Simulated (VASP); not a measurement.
Input of a VASP 6.6.1 run:

File INCAR:

```
PREC = Accurate
ENCUT = 520
EDIFF = 1E-7
ISMEAR = -1
SIGMA = 0.1
LREAL = False
LASPH = True
NELM = 150
ALGO = Normal
ISIF = 2
LWAVE = False
LCHARG = True
LNONCOLLINEAR = True
MAGMOM = 0 0 0 0 0 0
LORBIT = 11
LSORBIT = True
GGA_COMPAT = False
LORBMOM = True
GGA = PE
ALDAC = 0.0
AGGAC = 0.0
LVHAR = True
NBANDS = 20
```

Contents of KPOINTS:

```
regular mesh
0
Gamma
  6 6 6
```

File POSCAR:

```
Si
1.0
    0.0000000000      2.6850649043      2.6850649043
    2.6850649043      0.0000000000      2.6850649043
    2.6850649043      2.6850649043      0.0000000000
Si
2
Direct
    0.5000000000      0.5000000000      0.5000000000
    0.7500000000      0.7500000000      0.7500000000
```

Potentials or basis: VASP PAW PBE potentials, release 64 (Si).

Command:

```bash
$ cat potpaw_PBE.64/Si/POTCAR > POTCAR
$ mpirun -np 1 vasp_ncl > vasp.out
```

Estimate the net moment.

0.00 μB per cell.

Predict the pressure.

15.0 GPa.

Moments on the atoms (μB; x, y, z):
```
Si  0.00 0.00 0.00
Si  0.00 0.00 0.00
```
